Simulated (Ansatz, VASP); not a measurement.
# BP in VASP and in Ansatz

```
B P
1.0
     0.00000    2.14038    2.26832
     2.26832    0.00000    2.26832
     2.26832    2.14038    0.00000
B P
1 1
Direct
  0.00000 0.00000 0.00000
  0.25000 0.25000 0.25000
```

Change from the starting cell: uniaxial_y strain -5.6%.

Alike in both runs: task single point; functional r2SCAN; k mesh 10 × 10 × 10; no spin polarisation.

```csv
,VASP,Ansatz
version,VASP 6.6.1,Ansatz 0.2.0
potentials or method,"VASP PAW PBE potentials, release 64 (B, P)","plane waves, PAW"
plane-wave cutoff (eV),520,500
occupations,"gaussian, width 0.01 eV",fixed
valence electrons in the cell,8,8
```

```tsv
	VASP	Ansatz	Ansatz less VASP
gap on the k mesh at the Fermi level (eV)	0.44	0.41	-0.026
pressure (GPa)	10.3	10.9	+0.58
traceless stress, the component that is largest in VASP (GPa)	10.80	10.75	-0.053
```

VASP's potentials were made for PBE, not for r2SCAN.
